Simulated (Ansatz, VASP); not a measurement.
ZnS: VASP beside Ansatz

Contents of INCAR:

```
PREC     = Accurate       # precision mode
ENCUT    = 500            # plane-wave cutoff, eV
EDIFF    = 1E-6           # SCF threshold, eV
ISMEAR   = 0              # smearing method
SIGMA    = 0.02           # smearing width, eV
LREAL    = False          # projectors in reciprocal space
LASPH    = True           # aspherical terms in the spheres
NELM     = 120            # most SCF steps
ALGO     = Normal         # electronic algorithm
ISIF     = 2              # what is computed and relaxed
LWAVE    = False          # write WAVECAR
LCHARG   = True           # write CHGCAR
LELF     = True           # ELF
LVHAR    = True         
NBANDS   = 16             # bands
GGA_COMPAT= False
```

Contents of KPOINTS:

```
regular mesh
0
Gamma
  10 10 10
```

The input POSCAR:

```
ZnS
1.0
    0.0000000000      2.7256520097      2.7256520097
    2.7256520097      0.0000000000      2.7256520097
    2.7256520097      2.7256520097      0.0000000000
Zn S
1 1
Direct
    0.2500000000      0.2500000000      0.2500000000
    0.0000000000      0.0000000000      0.0000000000
```

Input for Ansatz:

```yaml
crystal:
  lattice:
    - [0.0, 2.7256520097, 2.7256520097]
    - [2.7256520097, 0.0, 2.7256520097]
    - [2.7256520097, 2.7256520097, 0.0]
  atoms:
    - { symbol: Zn, position: [0.25, 0.25, 0.25] }
    - { symbol: S, position: [0.0, 0.0, 0.0] }
basis:
  ecutwfc: 420
kpoints:
  mp_grid: { grid: [10, 10, 10] }
hamiltonian:
  xc: lda
scf:
  occupations: { method: gaussian, width: 0.02 }
output:
  forces: true
  stress: true
  eigenvalues: true
```

Alike in both runs: task single point; functional LDA; k mesh 10 × 10 × 10; occupations gaussian, width 0.02 eV; no spin polarisation.

|  | VASP | Ansatz |
| --- | --- | --- |
| version | VASP 6.6.1 | Ansatz 0.2.0 |
| potentials or method | VASP PAW LDA potentials, release 64 (Zn, S), cutoff 500 eV | scalar-relativistic, plane waves, PAW |
| valence electrons in the cell | 18 | 18 |

VASP gave:

* gap on the k mesh at the Fermi level (eV): 1.77
* least direct gap on the mesh (eV): 1.77
* pressure (GPa): -6.0

Problem. Which values does Ansatz return?

Solution. gap on the k mesh at the Fermi level (eV): 1.74; least direct gap on the mesh (eV): 1.74; pressure (GPa): -6.2.

LDA's correlation is that of Perdew and Zunger in VASP and of Perdew and Wang (1992) in Ansatz.
